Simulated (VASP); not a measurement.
Here is a VASP 6.6.1 calculation.

The input INCAR:

```
SYSTEM = Hf
ALGO = Normal
EDIFF = 1E-6
ENCUT = 520
GGA = PE
ISIF = 2
ISMEAR = 0
LASPH = .TRUE.
LCHARG = .TRUE.
LELF = .TRUE.
LREAL = .FALSE.
LVHAR = .TRUE.
LWAVE = .FALSE.
NBANDS = 22
NELM = 100
PREC = Accurate
SIGMA = 0.1
```

KPOINTS

```
k-points
0
G
  12 12 12
  0 0 0
```

POSCAR

```
Hf
1.0
    4.2717870292      0.0000000000      0.0000000000
    0.0000000000      4.2717870292      0.0000000000
    0.0000000000      0.0000000000      4.2717870292
Hf
3
Direct
    0.5000000000      0.0000000000      0.0000000000
    0.0000000000      0.5000000000      0.0000000000
    0.0000000000      0.0000000000      0.5000000000
```

Potentials or basis: VASP PAW PBE potentials, release 64 (Hf_pv).

Run with:

```console
$ cat potpaw_PBE.64/Hf_pv/POTCAR > POTCAR
$ mpirun -np 1 vasp_std > vasp.out
```

Problem. Estimate the band gap on the k mesh.

Solution. Zero (band 15 reaches 4.74 eV, above the bottom of band 16 at 2.13 eV).

Problem. What does it give for the pressure?

Solution. -0.3 GPa.

Caveat: spin-orbit coupling is left out, which moves the levels of the heavy elements.
